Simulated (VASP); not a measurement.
Set up this calculation in VASP 6.6.1, as the native input.

* Task: single point
* Functional: PBE
* Potentials or basis: VASP PAW PBE potentials, release 64 (Be, Pt)
* Cutoff: 520 eV
* k mesh: 14 × 14 × 14
* Occupations: fermi-dirac, width 0.1 eV
* Spin: non-collinear spin, zero start, spin-orbit coupling
* Starting moments: [[0.0, 0.0, 0.0], [0.0, 0.0, 0.0]] μB
* Dipole correction: no
* Further INCAR settings: ALGO = Fast; EDIFF = 1e-06; NBANDS = 24

The structure of BePt lies in POSCAR:

```
BePt
1.0
    0.0000000000      2.2824940500      2.2824940500
    2.2824940500      0.0000000000      2.2824940500
    2.2824940500      2.2824940500      0.0000000000
Be Pt
1 1
Direct
    0.0000000000      0.0000000000      0.0000000000
    0.5000000000      0.5000000000      0.5000000000
```

One way to write it, as run:

INCAR

```
SYSTEM = BePt
  PREC = Accurate
  ENCUT = 520
  EDIFF = 1E-6
  ISMEAR = -1
  SIGMA = 0.1
  LREAL = .FALSE.
  LASPH = .TRUE.
  NELM = 150
  ALGO = Fast
  ISIF = 2
  LWAVE = .FALSE.
  LCHARG = .FALSE.
  MAGMOM = 0 0 0 0 0 0
  LORBIT = 11
  LSORBIT = .TRUE.
  GGA_COMPAT = .FALSE.
  LORBMOM = .TRUE.
  LMAXMIX = 4
  GGA = PE
  NBANDS = 24
```

KPOINTS

```
Automatic mesh
0
G
  14 14 14
  0 0 0
```

Potentials or basis: VASP PAW PBE potentials, release 64 (Be, Pt).

Run with:

```console
$ cat potpaw_PBE.64/Be/POTCAR potpaw_PBE.64/Pt/POTCAR > POTCAR
$ mpirun -np 1 vasp_ncl > vasp.out
```

Results of the run:

| Property | Result |
| --- | --- |
| Pressure | 11.9 GPa |
| Net moment | 0.00 μB per cell |
| Valence electrons inside the program's atomic spheres | Be 1.16; Pt 9.50 |

Caveat: the cell stands under pressure.

Wall time 64 s on 1 thread of Intel(R) Xeon(R) 6975P-C (Granite Rapids) (shared host), peak memory 0.25 GiB.
